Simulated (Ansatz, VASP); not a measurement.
One calculation of Te2Mo, two programs

Contents of POSCAR:

```
Te2Mo
1.0
    3.5194545161      0.0000000000      0.0000000000
   -1.7597272580      3.0479370184      0.0000000000
    0.0000000000      0.0000000000      7.2144528824
Mo Te
1 2
Direct
    0.0000000000      0.0000000000      0.0000000000
    0.3333333333      0.6666666667      0.2534156080
    0.6666666667      0.3333333333      0.7465843920
```

Contents of INCAR.step1:

```
  ALGO = Normal
  EDIFF = 1E-5
  ENCUT = 400
  GGA = PE
  GGA_COMPAT = F
  ISIF = 2
  ISMEAR = -1
  LASPH = T
  LCHARG = F
  LREAL = F
  LWAVE = T
  NBANDS = 20
  NELM = 120
  PREC = Accurate
  SIGMA = 0.02
```

File INCAR.step2:

```
  ALGO = Normal
  EDIFF = 1E-6
  ENCUT = 400
  GGA = PE
  GGA_COMPAT = F
  HFSCREEN = 0.2079
  ISIF = 2
  ISMEAR = -1
  ISTART = 1
  LASPH = T
  LCHARG = F
  LHFCALC = T
  LREAL = F
  LWAVE = F
  NBANDS = 20
  NELM = 120
  PREC = Accurate
  PRECFOCK = Normal
  SIGMA = 0.02
```

Contents of KPOINTS:

```
k-points
0
Gamma
  6 6 2
```

Input for Ansatz:

```yaml
crystal:
  lattice:
    - [3.5194545161, 0.0, 0.0]
    - [-1.759727258, 3.0479370184, 0.0]
    - [0.0, 0.0, 7.2144528824]
  atoms:
    - { symbol: Mo, position: [0.0, 0.0, 0.0] }
    - { symbol: Te, position: [0.3333333333, 0.6666666667, 0.253415608] }
    - { symbol: Te, position: [0.6666666667, 0.3333333333, 0.746584392] }
kpoints:
  mp_grid: { grid: [6, 6, 2] }
hamiltonian:
  xc: hse06
scf:
  occupations: { method: fermi_dirac, width: 0.02 }
  n_extra_bands: 4
output:
  forces: true
  stress: true
  eigenvalues: true
```

Alike in both runs: task single point; functional HSE06; k mesh 6 × 6 × 2; occupations fermi-dirac, width 0.02 eV; no spin polarisation.

|  | VASP | Ansatz |
| --- | --- | --- |
| version | VASP 6.6.1 | Ansatz 0.2.0 |
| potentials or method | VASP PAW PBE potentials, release 64 (Mo_sv, Te) | plane waves, PAW |
| plane-wave cutoff (eV) | 400 | 420 |
| valence electrons in the cell | 26 | 46 |

```csv
,VASP,Ansatz,Ansatz less VASP
pressure (GPa),-2.2,-1.7,+0.41
"traceless stress, the component that is largest in VASP (GPa)",1.12,1.08,-0.031
rms of the force components (eV/Å),0.118,0.113,-0.0045
```

Atom by atom the forces differ by 0.004 eV/Å (rms over components). The functional is the same, so the differences come from potentials, cutoffs and numerics. VASP's potentials hold 26 valence electrons a cell and Ansatz's 46, so a difference there can come from the potentials and not from the codes. Ansatz's warnings: filled band counts differ across k points, stress exchange threshold loose, stress scf threshold loose.

The k mesh is coarse, so the values compare programs but aren't converged. Neither program's run includes spin-orbit coupling.
